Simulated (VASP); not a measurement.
# InAs (Fm-3m) in VASP: notebook, part 2 of 2

VASP 6.6.1. The steps go on from the part before.

**4. Single point, LDA**

This run uses another cell than the first one, of 21.99 Å³/atom, 0.923 times its volume.

File INCAR:

```
SYSTEM = InAs
PREC = Accurate
ENCUT = 520
EDIFF = 1E-7
ISMEAR = -1
SIGMA = 0.05
LREAL = .False.
LASPH = .True.
NELM = 60
ALGO = Normal
ISIF = 2
LWAVE = .False.
LCHARG = .True.
GGA = CA
LELF = .True.
LVHAR = .True.
NBANDS = 16
```

File KPOINTS:

```
regular mesh
0
Gamma
  8 8 8
  0 0 0
```

File POSCAR:

```
InAs
1.0
    0.0000000000      2.8015359257      2.8015359257
    2.8015359257      0.0000000000      2.8015359257
    2.8015359257      2.8015359257      0.0000000000
In As
1 1
Direct
    0.5000000000      0.5000000000      0.5000000000
    0.0000000000      0.0000000000      0.0000000000
```

Potentials or basis: VASP PAW LDA potentials, release 64 (In_d, As).

Run with:

```
> cat potpaw_LDA.64/In_d/POTCAR potpaw_LDA.64/As/POTCAR > POTCAR
> mpirun -np 1 vasp_std > vasp.out
```

It took 36 s on 1 thread of Intel Xeon 6975P-C, shared host; peak memory 0.16 GiB.

It converged, with:

| Property | Result |
| --- | --- |
| Free energy | -8.7613 eV |
| Pressure | 0.2 GPa |
| Band gap on the k mesh | zero (band 9 reaches 7.08 eV, above the bottom of band 10 at 4.19 eV) |

Levels at points of the mesh, in eV from the Fermi level:
| k point | band 5 | band 6 | band 7 | band 8 | band 9 | band 10 | band 11 | band 12 | band 13 | band 14 |
| --- | --- | --- | --- | --- | --- | --- | --- | --- | --- | --- |
| (0.00, 0.00, 0.00) | -14.31 | -12.70 | -0.26 | -0.26 | -0.26 | -0.25 | 7.30 | 7.30 | 7.30 | 7.78 |
| (0.50, 0.00, 0.00) | -14.24 | -10.78 | -6.98 | 0.22 | 0.22 | 2.13 | 3.24 | 3.24 | 4.83 | 11.06 |
| (0.50, 0.50, 0.00) | -14.21 | -9.66 | -5.19 | -2.99 | -2.50 | -2.50 | 3.78 | 9.71 | 9.71 | 10.60 |

Caveat: spin-orbit coupling is left out, which moves the levels of the heavy elements.

**5. Single point, PBEsol**

This run uses another cell than the first one, of 22.61 Å³/atom, 0.949 times its volume.

File INCAR:

```
PREC = Accurate ; ENCUT = 520
EDIFF = 1E-6 ; ISMEAR = -1
SIGMA = 0.05 ; LREAL = F
LASPH = T ; NELM = 80
ALGO = Normal ; ISIF = 2
LWAVE = F ; LCHARG = T
GGA = PS ; LELF = T
LVHAR = T ; NBANDS = 16
```

File KPOINTS:

```
Automatic mesh
0
Gamma
  8 8 8
```

File POSCAR:

```
InAs
1.0
    0.0000000000      2.8275259239      2.8275259239
    2.8275259239      0.0000000000      2.8275259239
    2.8275259239      2.8275259239      0.0000000000
In As
1 1
Direct
    0.5000000000      0.5000000000      0.5000000000
    0.0000000000      0.0000000000      0.0000000000
```

Potentials or basis: VASP PAW PBE potentials, release 64 (In_d, As).

Run with:

```
> cat potpaw_PBE.64/In_d/POTCAR potpaw_PBE.64/As/POTCAR > POTCAR
> mpirun -np 1 vasp_std > vasp.out
```

OUTCAR:

```text
PREC = Accurate
   ENCUT = 520
   EDIFF = 1E-6
   ISMEAR = -1
   LREAL = F
   LASPH = T
   NELM = 80
   ISIF = 2
   GGA = PS

 ion  position               nearest neighbor table
   1  0.500  0.500  0.500-   2 2.83   2 2.83   2 2.83   2 2.83   2 2.83   2 2.83
   2  0.000  0.000  0.000-   1 2.83   1 2.83   1 2.83   1 2.83   1 2.83   1 2.83

  LATTYP: Found a face centered cubic cell.
 ALAT       =     5.6550518478

  Lattice vectors:

 A1 = (   0.0000000000,   2.8275259239,   2.8275259239)
 A2 = (   2.8275259239,   0.0000000000,   2.8275259239)
 A3 = (   2.8275259239,   2.8275259239,   0.0000000000)

Analysis of symmetry for initial positions (statically):
=====================================================================
 Subroutine PRICEL returns:
 Original cell was already a primitive cell.

 Routine SETGRP: Setting up the symmetry group for a
 face centered cubic supercell.

 Subroutine GETGRP returns: Found 48 space group operations
 (whereof 48 operations were pure point group operations)
[... 156 lines left out ...]
 Free energy of the ion-electron system (eV)
  ---------------------------------------------------
  ext. energy  EPLUGINS =         0.00000000
  ---------------------------------------------------
  free energy    TOTEN  =        -8.21232302 eV

  energy without entropy =       -8.20182018  energy(sigma->0) =       -8.20707160

 E-fermi :   6.3748     XC(G=0): -10.4901

 val. band max:        6.2863875139   @ k =   0.3750   0.2500   0.0000
 cond. band min:       6.4107602237   @ k =  -0.3750   0.1250   0.0000
 fundamental gap:      0.1243727098
 Fermi energy:         6.3748065606

 k-point     1 :       0.0000    0.0000    0.0000
  band No.  band energies     occupation
      1      -7.9147      2.00000
      2      -7.9147      2.00000
      3      -7.8899      2.00000
      4      -7.8899      2.00000
      5      -7.8899      2.00000
      6      -6.1151      2.00000
[... 433 lines left out ...]
      3      -7.8799      2.00000
      4      -7.8512      2.00000
      5      -7.8153      2.00000
      6      -3.8020      2.00000
[... 8 lines left out ...]
     15      16.1744      0.00000
     16      19.4369      0.00000

 [... further k-points ...]
[... 5 lines left out ...]
  --------------------------------------------------------------------------------------
  -------------------------------------------------------------------------------------
  Total        0.0348646      0.0348646      0.0348646     -0.0000000     -0.0000000      0.0000000
  in kB        1.2355095      1.2355095      1.2355095     -0.0000000     -0.0000000      0.0000000
  external PRESSURE =       1.2355095 kB  Pullay stress =       0.0000000 kB

 VOLUME and BASIS-vectors are now :
 -----------------------------------------------------------------------------
  energy-cutoff  :      520.00
  volume of cell :       45.21
      direct lattice vectors                 reciprocal lattice vectors
     0.000000000  2.827525924  2.827525924    -0.176833038  0.176833038  0.176833038
     2.827525924  0.000000000  2.827525924     0.176833038 -0.176833038  0.176833038
     2.827525924  2.827525924  0.000000000     0.176833038  0.176833038 -0.176833038

 POSITION                                       TOTAL-FORCE (eV/Angst)
 -----------------------------------------------------------------------------------
      2.82753      2.82753      2.82753         0.000000     -0.000000     -0.000000
      0.00000      0.00000      0.00000        -0.000000      0.000000      0.000000
 -----------------------------------------------------------------------------------
    total drift:                                0.000000      0.000000      0.000000

  FREE ENERGIE OF THE ION-ELECTRON SYSTEM (eV)
  ---------------------------------------------------
  free  energy   TOTEN  =        -8.2123230244 eV

  energy  without entropy=       -8.2018201753  energy(sigma->0) =       -8.20707160
```

OSZICAR:

```text
N       E                     dE             d eps       ncg     rms          rms(c)
DAV:   1     0.102796154324E+03    0.10280E+03   -0.88845E+03   928   0.134E+03
DAV:   2    -0.213046440749E+01   -0.10493E+03   -0.10101E+03   984   0.305E+02
DAV:   3    -0.828570036533E+01   -0.61552E+01   -0.60966E+01  1200   0.685E+01
DAV:   4    -0.841123109518E+01   -0.12553E+00   -0.12550E+00  1048   0.101E+01
DAV:   5    -0.841593537186E+01   -0.47043E-02   -0.47042E-02  1368   0.187E+00    0.396E+00
DAV:   6    -0.822260329938E+01    0.19333E+00   -0.33411E-01  1280   0.110E+01    0.208E+00
DAV:   7    -0.821412422213E+01    0.84791E-02   -0.39868E-02  1328   0.203E+00    0.714E-01
DAV:   8    -0.821239112392E+01    0.17331E-02   -0.25592E-03  1168   0.579E-01    0.152E-01
DAV:   9    -0.821232478265E+01    0.66341E-04   -0.22999E-04  1328   0.161E-01    0.810E-02
DAV:  10    -0.821232300092E+01    0.17817E-05   -0.11643E-05  1232   0.281E-02    0.466E-02
DAV:  11    -0.821232302445E+01   -0.23532E-07   -0.11401E-06  1024   0.104E-02
   1 F= -.82123230E+01 E0= -.82070716E+01  d E =-.105028E-01
```

stdout:

```text
POSCAR found type information on POSCAR InAs
 POSCAR found :  2 types and       2 ions
 scaLAPACK will be used
 -----------------------------------------------------------------------------
|                                                                             |
|                                                                             |
|     You enforced a specific xc type in the INCAR file but a different       |
|     I HOPE YOU KNOW WHAT YOU ARE DOING!                                     |
|                                                                             |
 -----------------------------------------------------------------------------

 LDA part: xc-table for (Slater+PW92), standard interpolation
 POSCAR, INCAR and KPOINTS ok, starting setup
 FFT: planning ... GRIDC
 FFT: planning ... GRID_SOFT
 FFT: planning ... GRID
 WAVECAR not read
 entering main loop
```

Run time: 39 s. Hardware: 1 thread of Intel Xeon 6975P-C, shared host; peak memory 0.18 GiB.

Results:

```
Free energy            : -8.2123 eV
Pressure               : 0.1 GPa
Band gap on the k mesh : zero (band 9 reaches 6.74 eV, above the bottom of band 10 at 3.96 eV)
```

Levels at points of the mesh, in eV from the Fermi level:
```
           k point  band 5  band 6  band 7  band 8  band 9  band 10  band 11  band 12  band 13  band 14
(0.00, 0.00, 0.00)  -14.26  -12.49   -0.35   -0.24   -0.24    -0.24     7.19     7.19     7.19     7.71
(0.50, 0.00, 0.00)  -14.20  -10.65   -6.82    0.20    0.20     2.09     3.25     3.25     4.70    10.85
(0.50, 0.50, 0.00)  -14.17   -9.61   -5.06   -2.93   -2.42    -2.42     3.72     9.57     9.57    10.41
```

Caveat: the PAW data sets were made with another functional, which shifts forces and pressure a little; spin-orbit coupling is left out, which moves the levels of the heavy elements.

**6. Overview**

| task | level | potentials or basis | spin | cell | k mesh | cutoff (eV) | gap on the mesh (eV) | pressure (GPa) |
| --- | --- | --- | --- | --- | --- | --- | --- | --- |
| relaxation of cell and atoms | PBE | VASP PAW PBE potentials, release 64 (In_d, As) | off | relaxed from a = 4.069 Å, angles 60.0°, 2 atoms | 8 × 8 × 8 | 600 | none | 0.0 |
| single point | PBE | VASP PAW PBE potentials, release 64 (In_d, As) | non-collinear, zero start, SOC | a = 4.069 Å, angles 60.0°, 2 atoms | 6 × 6 × 6 | 520 | - | 0.0 |
| single point | LDA | VASP PAW LDA potentials, release 64 (In_d, As) | off | a = 3.962 Å, angles 60.0°, 2 atoms | 8 × 8 × 8 | 520 | none | 0.2 |
| single point | PBEsol | VASP PAW PBE potentials, release 64 (In_d, As) | off | a = 3.999 Å, angles 60.0°, 2 atoms | 8 × 8 × 8 | 520 | none | 0.1 |

Alike in all rows: smearing fermi-dirac 0.05 eV.

Caveats: spin-orbit coupling is left out, which moves the levels of the heavy elements (some runs); the relaxation stopped at its first step, so nothing moved (some runs); the PAW data sets were made with another functional, which shifts forces and pressure a little (some runs).

Total energies depend on the potentials used, so only differences within one code and one set of settings carry meaning.
